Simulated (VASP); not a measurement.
# As (Pm-3m) in VASP: notebook, part 3 of 3

VASP 6.6.1.

## 5. Single point, r2SCAN-based global hybrid

The input, POSCAR:

```
As
1.0
    2.7036817444      0.0000000000      0.0000000000
    0.0000000000      2.7036817444      0.0000000000
    0.0000000000      0.0000000000      2.7036817444
As
1
Direct
    0.5000000000      0.5000000000      0.5000000000
```

The input, INCAR.step1:

```
SYSTEM = As
ALGO = Normal
EDIFF = 1E-5
ENCUT = 520
GGA = PE
ISIF = 2
ISMEAR = -1
LASPH = .True.
LREAL = .False.
LWAVE = .True.
NBANDS = 8
NELM = 80
PREC = Accurate
SIGMA = 0.05
```

The input, INCAR.step2:

```
SYSTEM = As
AEXX = 0.1
ALGO = Normal
EDIFF = 1E-6
ENCUT = 520
ISIF = 2
ISMEAR = -1
ISTART = 1
LASPH = .True.
LCHARG = .True.
LELF = .True.
LHFCALC = .True.
LMIXTAU = .True.
LREAL = .False.
LVHAR = .True.
LWAVE = .False.
METAGGA = R2SCAN
NBANDS = 8
NELM = 80
PREC = Accurate
PRECFOCK = Normal
SIGMA = 0.05
```

The input, KPOINTS:

```
k-points
0
Gamma
  6 6 6
  0 0 0
```

Potentials or basis: VASP PAW PBE potentials, release 64 (As).

Launch:

```sh
> cat potpaw_PBE.64/As/POTCAR > POTCAR
> cp INCAR.step1 INCAR
> mpirun -np 1 vasp_std > vasp.out
> cp INCAR.step2 INCAR
> mpirun -np 1 vasp_std > vasp.out
```

OUTCAR:

```text
SYSTEM = As
   AEXX = 0.1
   EDIFF = 1E-6
   ENCUT = 520
   ISIF = 2
   ISMEAR = -1
   ISTART = 1
   LASPH = .True.
   LHFCALC = .True.
   LREAL = .False.
   METAGGA = R2SCAN
   NELM = 80
   PREC = Accurate
   PRECFOCK = Normal

 ion  position               nearest neighbor table
   1  0.500  0.500  0.500-

  LATTYP: Found a simple cubic cell.
 ALAT       =     2.7036817444

  Lattice vectors:

 A1 = (   2.7036817444,   0.0000000000,   0.0000000000)
 A2 = (   0.0000000000,   2.7036817444,   0.0000000000)
 A3 = (   0.0000000000,   0.0000000000,   2.7036817444)

Analysis of symmetry for initial positions (statically):
=====================================================================
 Subroutine PRICEL returns:
 Original cell was already a primitive cell.

 Routine SETGRP: Setting up the symmetry group for a
 simple cubic supercell.

 Subroutine GETGRP returns: Found 48 space group operations
[... 9 lines left out ...]

 Routine SETGRP: Setting up the symmetry group for a
 simple cubic supercell.

 Subroutine GETGRP returns: Found 48 space group operations
[... 11 lines left out ...]
                                     Primitive cell

  volume of cell :      19.7636

  direct lattice vectors                    reciprocal lattice vectors
     2.703681744  0.000000000  0.000000000     0.369866018  0.000000000  0.000000000
     0.000000000  2.703681744  0.000000000     0.000000000  0.369866018  0.000000000
     0.000000000  0.000000000  2.703681744     0.000000000  0.000000000  0.369866018

  length of vectors
     2.703681744  2.703681744  2.703681744     0.369866018  0.369866018  0.369866018

  position of ions in fractional coordinates (direct lattice)
     0.500000000  0.500000000  0.500000000

  ion indices of the primitive-cell ions
   primitive index   ion index
                 1           1

[... 89 lines left out ...]
  Thomas-Fermi vector in A             =   2.169744
   LORBIT       =      0    0 simple, 1 ext, 2 COOP (PROOUT), +10 PAW based schemes
   METAGGA = R2SCAN    functional components
   LHFCALC =     T    Hartree Fock is set to
   PRECFOCK=normal    Normal, Fast or Accurate (Low or Medium for compatibility)
   ENCUT4O =  -1.0   cutoff for four orbital integrals eV
   NKREDX  =     1    reduce k-point grid by
   NKREDY  =     1    reduce k-point grid by
   NKREDZ  =     1    reduce k-point grid by
   AEXX    =    0.1000 exact exchange contribution
   HFSCREEN=    0.0000 screening length (either q_TF or 0.3 A-1)
   HFSCREENC=   0.0000 screening length for correlation (either q_TF or 0.3 A-1)
   ENCUTFOCK=  -1.0 apply spherical cutoff to Coloumb kernel
   IVDW    =     0    specifies the selected vdW correction
   LEPSILON=     F    determine dielectric tensor
   LRPA    =     F    only Hartree local field effects (RPA)
 non-spin polarized calculation
  energy-cutoff  :      520.00
  volume of cell :       19.76
 maximum number of plane-waves:       554
  NGX = 16; NGY = 16; NGZ = 16

 number of electron       5.0000001 magnetization

 Free energy of the ion-electron system (eV)
  ---------------------------------------------------
  ext. energy  EPLUGINS =         0.00000000
  ---------------------------------------------------
  free energy    TOTEN  =       -14.21487986 eV

  energy without entropy =      -14.21447321  energy(sigma->0) =      -14.21467654

 E-fermi :   6.1846     XC(G=0):  -9.9765

 val. band max:        5.9276315330   @ k =   0.1667   0.1667   0.0000
 cond. band min:       6.4422703982   @ k =   0.5000   0.3333   0.3333
 fundamental gap:      0.5146388652
 Fermi energy:         6.1845860919

 k-point     1 :       0.0000    0.0000    0.0000
  band No.  band energies     occupation
      1     -10.7125      2.00000
      2      10.4487      0.00000
      3      10.4487      0.00000
      4      10.4487      0.00000
      5      14.9856      0.00000
      6      14.9856      0.00000
      7      17.6941      0.00000
      8      32.2449      0.00000
[... 199 lines left out ...]
 k-point    20 :       0.5000    0.5000    0.5000
  band No.  band energies     occupation
      1       0.5400      2.00000
      2       3.4738      2.00000
      3       3.4738      2.00000
      4       3.4738      2.00000
      5      12.4213      0.00000
      6      12.4213      0.00000
      7      12.4213      0.00000
      8      16.4406      0.00000

------------------------ aborting loop because EDIFF is reached ----------------------------------------

  FORCE on cell =-STRESS in cart. coord.  units (eV):
  Direction    XX          YY          ZZ          XY          YZ          ZX
  --------------------------------------------------------------------------------------
  -------------------------------------------------------------------------------------
  Total       -0.1573117     -0.1573117     -0.1573117     -0.0000000     -0.0000000     -0.0000000
  in kB      -12.7527847    -12.7527847    -12.7527847     -0.0000000     -0.0000000     -0.0000000
  external PRESSURE =     -12.7527847 kB  Pullay stress =       0.0000000 kB

 VOLUME and BASIS-vectors are now :
 -----------------------------------------------------------------------------
  energy-cutoff  :      520.00
  volume of cell :       19.76
      direct lattice vectors                 reciprocal lattice vectors
     2.703681744  0.000000000  0.000000000     0.369866018  0.000000000  0.000000000
     0.000000000  2.703681744  0.000000000     0.000000000  0.369866018  0.000000000
     0.000000000  0.000000000  2.703681744     0.000000000  0.000000000  0.369866018

 POSITION                                       TOTAL-FORCE (eV/Angst)
 -----------------------------------------------------------------------------------
      1.35184      1.35184      1.35184         0.000000      0.000000      0.000000
 -----------------------------------------------------------------------------------
    total drift:                               -0.000000     -0.000000     -0.000000

  FREE ENERGIE OF THE ION-ELECTRON SYSTEM (eV)
  ---------------------------------------------------
  free  energy   TOTEN  =       -14.2148798634 eV

  energy  without entropy=      -14.2144732072  energy(sigma->0) =      -14.21467654
```

OSZICAR.step1:

```text
N       E                     dE             d eps       ncg     rms          rms(c)
DAV:   1     0.913260590419E+01    0.91326E+01   -0.23039E+03   320   0.474E+02
DAV:   2    -0.442490664492E+01   -0.13558E+02   -0.13380E+02   408   0.619E+01
DAV:   3    -0.457517986686E+01   -0.15027E+00   -0.15025E+00   392   0.916E+00
DAV:   4    -0.457533413441E+01   -0.15427E-03   -0.15427E-03   464   0.341E-01
DAV:   5    -0.457533421651E+01   -0.82104E-07   -0.81778E-07   376   0.436E-03    0.212E+00
DAV:   6    -0.457778472127E+01   -0.24505E-02   -0.58089E-04   416   0.197E-01    0.127E+00
DAV:   7    -0.457977715202E+01   -0.19924E-02   -0.16995E-03   328   0.322E-01    0.825E-02
DAV:   8    -0.457983834158E+01   -0.61190E-04   -0.62485E-05   392   0.581E-02    0.500E-03
DAV:   9    -0.457984057680E+01   -0.22352E-05   -0.19187E-06   312   0.961E-03
   1 F= -.45798406E+01 E0= -.45772874E+01  d E =-.510628E-02
```

Wall time 50 s (1 thread of Intel Xeon 6975P-C (Granite Rapids), shared host); peak memory 0.13 GiB.

Results:

* Free energy: -14.2149 eV
* Pressure: -1.3 GPa

Caveat: the k points lie up to 0.39 Å⁻¹ apart; the PAW data sets were made with another functional, which shifts forces and pressure a little.

## 6. The runs side by side

| level | spin | k mesh | cutoff (eV) | smearing | grid for exact exchange (PRECFOCK) | share of exact exchange | gap on the mesh (eV) | pressure (GPa) |
| --- | --- | --- | --- | --- | --- | --- | --- | --- |
| PBEsol | non-collinear, zero start, SOC | 10 × 10 × 10 | 520 | fermi-dirac 0.05 eV | - | - | - | -1.2 |
| PBEsol | off | 6 × 6 × 6 | 500 | fermi-dirac 0.03 eV | - | - | none | -1.1 |
| r2SCAN | off | 6 × 6 × 6 | 520 | fermi-dirac 0.05 eV | - | - | none | 0.3 |
| r2SCAN-based global hybrid | off | 6 × 6 × 6 | 520 | fermi-dirac 0.05 eV | Normal | 0.1 | none | -1.3 |

Alike in all rows: task single point; potentials or basis VASP PAW PBE potentials, release 64 (As); cell as given.

Caveats: some runs use coarse meshes; the PAW data sets were made with another functional, which shifts forces and pressure a little.

Total energies depend on the potentials used, so only differences within one code and one set of settings carry meaning.
